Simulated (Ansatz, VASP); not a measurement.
One calculation of Cu, two programs

```
Cu
1.0
     0.00000    1.83628    1.83628
     1.83628    0.00000    1.83628
     1.83628    1.83628    0.00000
Cu
1
Direct
  0.00000 0.00000 0.00000
```

Alike in both runs: functional RPBE; k mesh 16 × 16 × 16; occupations gaussian, width 0.1 eV; no spin polarisation.

Ansatz relaxed the structure, and its values are those at the end. VASP's run is a single point on that final structure, the one shown.

|  | VASP | Ansatz |
| --- | --- | --- |
| version | VASP 6.6.1 | Ansatz 0.2.0 |
| potentials or method | VASP PAW PBE potentials, release 64 (Cu), cutoff 600 eV | scalar-relativistic, plane waves, PAW |
| valence electrons in the cell | 11 | 19 |

|  | VASP | Ansatz | Ansatz less VASP |
| --- | --- | --- | --- |
| gap on the k mesh at the Fermi level (eV) | none | none | - |
| pressure (GPa) | 0.7 | 0.0 | -0.77 |

VASP's potentials were made for PBE, not for RPBE. A gap of «none» marks a metal or a gap that the smearing closes. VASP's potentials hold 11 valence electrons a cell and Ansatz's 19, so a difference there can come from the potentials and not from the codes.
